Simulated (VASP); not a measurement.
# Be2Te (P4_2/mnm) in VASP: notebook

Runs on Be2Te. Level: PBE. Tasks: relaxation of cell and atoms.

All numbers are computed with VASP 6.6.1; they aren't measurements. Logs are shortened: lines on timing, memory, paths and dates and some standing lists are left out, and cuts for length are marked.

### 1 The cell of the first run

Symmetry: P4_2/mnm, No. 136, tetragonal system. The conventional cell has a = 5.413 Å, b = 5.413 Å, c = 3.487 Å, α = 90.00°, β = 90.00°, γ = 90.00°. Within 3.0 Å of Be (site symmetry m2m) lie 3 Te at 2.29 to 2.34 Å and 1 Be at 2.97 Å. Within 3.0 Å of Te (site symmetry mmm) lie 6 Be at 2.29 to 2.34 Å.

### 2 Relaxation of cell and atoms, PBE

Contents of INCAR:

```
SYSTEM = Be2Te
PREC     = Accurate       ! precision mode
ENCUT    = 600            ! plane-wave cutoff, eV
EDIFF    = 1E-6           ! SCF threshold, eV
ISMEAR   = 0              ! smearing method
SIGMA    = 0.1            ! smearing width, eV
LREAL    = .FALSE.        ! projectors in reciprocal space
LASPH    = .TRUE.         ! aspherical terms in the spheres
NELM     = 80             ! most SCF steps
ALGO     = Normal         ! electronic algorithm
ISIF     = 3              ! what is computed and relaxed
LWAVE    = .FALSE.        ! write WAVECAR
LCHARG   = .FALSE.        ! write CHGCAR
GGA      = PE             ! functional
IBRION   = 2              ! ionic algorithm
NSW      = 90             ! ionic steps
EDIFFG   = -0.04          ! ionic threshold
```

Contents of KPOINTS:

```
regular mesh
0
G
  4 4 6
  0 0 0
```

Contents of POSCAR:

```
Be2Te
1.0
    5.4134036049      0.0000000000      0.0000000000
    0.0000000000      5.4134036049      0.0000000000
    0.0000000000      0.0000000000      3.4867786824
Be Te
4 2
Direct
    0.3060000000      0.3060000000      0.0000000000
    0.1940000000      0.8060000000      0.5000000000
    0.6940000000      0.6940000000      0.0000000000
    0.8060000000      0.1940000000      0.5000000000
    0.0000000000      0.0000000000      0.0000000000
    0.5000000000      0.5000000000      0.5000000000
```

Potentials or basis: VASP PAW PBE potentials, release 64 (Be, Te).

The run is started by

```
$ cat potpaw_PBE.64/Be/POTCAR potpaw_PBE.64/Te/POTCAR > POTCAR
$ mpirun -np 1 vasp_std > vasp.out
```

OUTCAR:

```text
SYSTEM = Be2Te
   PREC = Accurate
   ENCUT = 600
   EDIFF = 1E-6
   ISMEAR = 0
   LREAL = .FALSE.
   LASPH = .TRUE.
   NELM = 80
   ISIF = 3
   GGA = PE
   IBRION = 2
   NSW = 90
   EDIFFG = -0.04

 ion  position               nearest neighbor table
   1  0.306  0.306  0.000-   6 2.29   6 2.29   5 2.34
   2  0.194  0.806  0.500-   5 2.29   5 2.29   6 2.34
   3  0.694  0.694  0.000-   6 2.29   6 2.29   5 2.34
   4  0.806  0.194  0.500-   5 2.29   5 2.29   6 2.34
   5  0.000  0.000  0.000-   2 2.29   4 2.29   2 2.29   4 2.29   3 2.34   1 2.34
   6  0.500  0.500  0.500-   1 2.29   3 2.29   1 2.29   3 2.29   2 2.34   4 2.34

  LATTYP: Found a simple tetragonal cell.
 ALAT       =     5.4134036049
 C/A-ratio  =     0.6441010013

  Lattice vectors:

 A1 = (   5.4134036049,   0.0000000000,   0.0000000000)
 A2 = (   0.0000000000,   5.4134036049,   0.0000000000)
 A3 = (   0.0000000000,   0.0000000000,   3.4867786824)

Analysis of symmetry for initial positions (statically):
=====================================================================
 Subroutine PRICEL returns:
 Original cell was already a primitive cell.

 Routine SETGRP: Setting up the symmetry group for a
 simple tetragonal supercell.

 Subroutine GETGRP returns: Found 16 space group operations
 (whereof  8 operations were pure point group operations)
 out of a pool of 16 trial point group operations.

The static configuration has the point symmetry D_2h.
 The point group associated with its full space group is D_4h.

Analysis of symmetry for dynamics (positions and initial velocities):
=====================================================================
 Subroutine PRICEL returns:
 Original cell was already a primitive cell.

 Routine SETGRP: Setting up the symmetry group for a
 simple tetragonal supercell.

 Subroutine GETGRP returns: Found 16 space group operations
 (whereof  8 operations were pure point group operations)
 out of a pool of 16 trial point group operations.

The dynamic configuration has the point symmetry D_2h.
 The point group associated with its full space group is D_4h.

 Subroutine INISYM returns: Found 16 space group operations
 (whereof  8 operations are pure point group operations),
 and found     1 'primitive' translations

----------------------------------------------------------------------------------------

                                     Primitive cell

  volume of cell :     102.1798

  direct lattice vectors                    reciprocal lattice vectors
     5.413403605  0.000000000  0.000000000     0.184726666  0.000000000  0.000000000
     0.000000000  5.413403605  0.000000000     0.000000000  0.184726666  0.000000000
     0.000000000  0.000000000  3.486778682     0.000000000  0.000000000  0.286797669

  length of vectors
     5.413403605  5.413403605  3.486778682     0.184726666  0.184726666  0.286797669

[... 102 lines left out ...]
   ISMEAR =     0;   SIGMA  =   0.10  broadening in eV -4-tet -1-fermi 0-gaus
   EFERMI_NEDOS =   21; number of points for ismear=-14 and -15
   IALGO  =     38    algorithm
   IMIX   =      4    mixing-type and parameters
     AMIX     =   0.40;   BMIX     =  1.00
     AMIX_MAG =   1.60;   BMIX_MAG =  1.00
  volume/ion in A,a.u.               =      17.03       114.92
  Fermi-wavevector in a.u.,A,eV,Ry     =   0.950524  1.796230 12.292808  0.903496
  Thomas-Fermi vector in A             =   2.078909
   LORBIT       =      0    0 simple, 1 ext, 2 COOP (PROOUT), +10 PAW based schemes
   GGA     = PE    functional components
   LHFCALC =     F    Hartree Fock is set to
   AEXX    =    0.0000 exact exchange contribution
   IVDW    =     0    specifies the selected vdW correction
   LEPSILON=     F    determine dielectric tensor
   LRPA    =     F    only Hartree local field effects (RPA)
 conjugate gradient relaxation of ions
 non-spin polarized calculation
 Gauss-broadening in eV      SIGMA  =   0.10
  energy-cutoff  :      600.00
  volume of cell :      102.18
 maximum number of plane-waves:      3438
 NGX is ok and might be reduce to    48
   NGX = 21   NGY = 21   NGZ = 13

--------------------------------------- Ionic step        1  -------------------------------------------

 number of electron      19.9999999 magnetization

 Free energy of the ion-electron system (eV)
  ---------------------------------------------------
  ext. energy  EPLUGINS =         0.00000000
  ---------------------------------------------------
  free energy    TOTEN  =       -13.68484438 eV

  energy without entropy =      -13.66967294  energy(sigma->0) =      -13.67725866

 E-fermi :   7.2419     XC(G=0):  -9.5612

 val. band max:        7.2249295810   @ k =   0.5000   0.5000   0.0000
 cond. band min:       7.2633730574   @ k =   0.2500   0.2500   0.3333
 fundamental gap:      0.0384434764
 Fermi energy:         7.2418963562

 k-point     1 :       0.0000    0.0000    0.0000
  band No.  band energies     occupation
      1      -7.7990      2.00000
      2      -6.7847      2.00000
      3      -0.0983      2.00000
      4      -0.0983      2.00000
      5       2.2758      2.00000
      6       2.2758      2.00000
      7       3.2295      2.00000
      8       4.2938      2.00000
      9       5.0099      2.00000
     10       6.1320      2.00000
     11       6.8363      2.00000
     12       8.7202      0.00000
     13       9.1709      0.00000
     14       9.7554      0.00000
[... 502 lines left out ...]
  FREE ENERGIE OF THE ION-ELECTRON SYSTEM (eV)
  ---------------------------------------------------
  free  energy   TOTEN  =       -14.8703141553 eV

  energy  without entropy=      -14.8408807220  energy(sigma->0) =      -14.85559744

[... ionic steps 4 to 7 ...]

--------------------------------------- Ionic step        8  -------------------------------------------

 number of electron      20.0000000 magnetization

------------------------ aborting loop because EDIFF is reached ----------------------------------------
[... 75 lines left out ...]
--------------------------------------- Ionic step       10  -------------------------------------------

 number of electron      20.0000000 magnetization

 Free energy of the ion-electron system (eV)
  ---------------------------------------------------
  ext. energy  EPLUGINS =         0.00000000
  ---------------------------------------------------
  free energy    TOTEN  =       -14.91536868 eV

  energy without entropy =      -14.89277865  energy(sigma->0) =      -14.90407367

 E-fermi :   4.9804     XC(G=0):  -8.6826

 val. band max:        4.9665913728   @ k =   0.5000   0.0000   0.3333
 cond. band min:       4.9867121169   @ k =   0.0000   0.0000   0.3333
 fundamental gap:      0.0201207441
 Fermi energy:         4.9803616861

 k-point     1 :       0.0000    0.0000    0.0000
  band No.  band energies     occupation
      1      -8.6563      2.00000
      2      -7.9988      2.00000
      3      -1.3529      2.00000
      4      -1.3529      2.00000
      5       0.6035      2.00000
      6       0.6035      2.00000
      7       1.5830      2.00000
      8       2.9101      2.00000
      9       2.9337      2.00000
     10       3.7645      2.00000
     11       4.2372      2.00000
     12       6.3580      0.00000
     13       6.5632      0.00000
     14       7.3762      0.00000
[... 422 lines left out ...]
  FREE ENERGIE OF THE ION-ELECTRON SYSTEM (eV)
  ---------------------------------------------------
  free  energy   TOTEN  =       -14.9153686798 eV

  energy  without entropy=      -14.8927786544  energy(sigma->0) =      -14.90407367

 reached required accuracy - stopping structural energy minimisation
```

OSZICAR:

```text
N       E                     dE             d eps       ncg     rms          rms(c)
DAV:   1     0.741989955533E+02    0.74199E+02   -0.83157E+03   672   0.131E+03
DAV:   2    -0.797627025840E+01   -0.82175E+02   -0.80063E+02   938   0.186E+02
DAV:   3    -0.138192171639E+02   -0.58429E+01   -0.55179E+01   938   0.497E+01
[... 80 lines left out ...]
DAV:   1    -0.149154826431E+02   -0.13481E-02   -0.41046E-02   672   0.127E+00    0.887E-02
DAV:   2    -0.149154235989E+02    0.59044E-04   -0.11291E-03   828   0.213E-01    0.394E-02
DAV:   3    -0.149153708292E+02    0.52770E-04   -0.11455E-04   780   0.585E-02    0.206E-02
DAV:   4    -0.149153688163E+02    0.20129E-05   -0.16467E-05   834   0.231E-02    0.107E-02
DAV:   5    -0.149153686798E+02    0.13649E-06   -0.10552E-06   366   0.715E-03
  10 F= -.14915369E+02 E0= -.14904074E+02  d E =-.123463E-02
```

CONTCAR:

```text
Be2Te
   1.00000000000000
     5.8704536702915426   -0.0000000000000000    0.0000000000000000
    -0.0000000000000000    5.8704536702915426    0.0000000000000000
     0.0000000000000000    0.0000000000000000    3.7743615916165902
  Be              Te
     4     2
Direct
     0.2984747640205331    0.2984747640205331    0.0000000000000000
     0.2015252359794669    0.7984747640205333    0.5000000000000000
     0.7015252359794667    0.7015252359794667    1.0000000000000000
     0.7984747640205333    0.2015252359794669    0.5000000000000000
     0.0000000000000000    1.0000000000000000    0.0000000000000000
     0.5000000000000000    0.5000000000000000    0.5000000000000000

  0.00000000E+00  0.00000000E+00  0.00000000E+00
  0.00000000E+00  0.00000000E+00  0.00000000E+00
  0.00000000E+00  0.00000000E+00  0.00000000E+00
  0.00000000E+00  0.00000000E+00  0.00000000E+00
  0.00000000E+00  0.00000000E+00  0.00000000E+00
  0.00000000E+00  0.00000000E+00  0.00000000E+00
```

Wall time 2.3 min (1 thread of AMD EPYC 9R45 (Zen 5), shared host); peak memory 0.24 GiB.

Results:

```
Free energy                            : -14.9154 eV
Relaxed volume                         : 21.68 Å³/atom
Relaxed cell                           : a = 5.870 Å, b = 5.870 Å, c = 3.774 Å, α = 90.00°, β = 90.00°, γ = 90.00°
Space group after relaxing (to 0.05 Å) : P4_2/mnm (No. 136)
Energy gained by relaxing              : 205.1 meV/atom
Ionic steps                            : 10
Pressure after relaxing                : 0.0 GPa
Largest force after relaxing           : 0.017 eV/Å
Band gap on the k mesh                 : zero (band 10 reaches 5.32 eV, above the bottom of band 11 at 4.24 eV)
```

Forces on the atoms (eV/Å):
```
Be  -0.012 -0.012  0.000
Be   0.012 -0.012  0.000
Be   0.012  0.012  0.000
Be  -0.012  0.012  0.000
Te   0.000  0.000  0.000
Te   0.000  0.000  0.000
```

Stress tensor (GPa, compression positive):
```
-0.02  0.00  0.00
 0.00 -0.02  0.00
 0.00  0.00  0.09
```

Step by step:
| step | energy change (eV) | largest force (eV/Å) | pressure (GPa) | volume (Å³) |
| --- | --- | --- | --- | --- |
| 1 | 0.0000 | 0.9671 | 16.75 | 102.18 |
| 2 | -1.1735 | 0.0609 | -0.49 | 130.68 |
| 3 | -1.1855 | 0.0079 | 0.47 | 126.65 |
| 4 | -1.1855 | 0.0024 | 0.33 | 127.17 |
| 5 | -1.2064 | 0.0410 | 0.08 | 128.43 |
| 6 | -1.2260 | 0.0798 | -0.23 | 130.85 |
| 7 | -1.2264 | 0.0826 | -0.27 | 131.22 |
| 8 | -1.2289 | 0.0657 | -0.03 | 130.41 |
| 9 | -1.2293 | 0.0568 | 0.11 | 129.97 |
| 10 | -1.2305 | 0.0170 | 0.01 | 130.07 |

Final structure:
```
Be Te
1.0
     5.87045    0.00000    0.00000
     0.00000    5.87045    0.00000
     0.00000    0.00000    3.77436
Be Te
4 2
Cartesian
  1.7522 1.7522 0.0000
  1.1830 4.6874 1.8872
  4.1183 4.1183 3.7744
  4.6874 1.1830 1.8872
  0.0000 5.8705 0.0000
  2.9352 2.9352 1.8872
```

Caveat: the volume moved by over 15 % at a fixed basis, so the end points are rough; spin-orbit coupling is left out, which moves the levels of the heavy elements.

[end of part 1 of 2]
